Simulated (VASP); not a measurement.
Wanted: the native input for a VASP 6.6.1 run.

| Property | Result |
| --- | --- |
| Task | single point |
| Functional | PBEsol |
| Potentials or basis | VASP PAW PBE potentials, release 64 (Ag) |
| Cutoff | 520 eV |
| k mesh | 34 × 34 × 34 |
| Occupations | gaussian, width 0.1 eV |
| Spin | no spin polarisation |
| Dipole correction | no |
| Further INCAR settings | ALGO = Fast; EDIFF = 1e-07; NBANDS = 12 |

The structure of Ag lies in POSCAR:

```
Ag
1.0
    0.0000000000      2.0266378321      2.0266378321
    2.0266378321      0.0000000000      2.0266378321
    2.0266378321      2.0266378321      0.0000000000
Ag
1
Direct
    0.0000000000      0.0000000000      0.0000000000
```

The input as run:

INCAR

```
PREC = Accurate
ENCUT = 520
EDIFF = 1E-7
ISMEAR = 0
SIGMA = 0.1
LREAL = False
LASPH = True
NELM = 60
ALGO = Fast
ISIF = 2
LWAVE = False
LCHARG = False
GGA = PS
NBANDS = 12
```

KPOINTS

```
regular mesh
0
Gamma
  34 34 34
```

Potentials or basis: VASP PAW PBE potentials, release 64 (Ag).

Run with:

```console
$ cat potpaw_PBE.64/Ag/POTCAR > POTCAR
$ mpirun -np 1 vasp_std > vasp.out
```

It gave:

The pressure is -0.3 GPa.

Caveat: the PAW data sets were made with another functional, which shifts forces and pressure a little.

Run time: 67 s on 1 thread of Intel(R) Xeon(R) 6975P-C (Granite Rapids), on a shared host, peak memory 0.31 GiB.
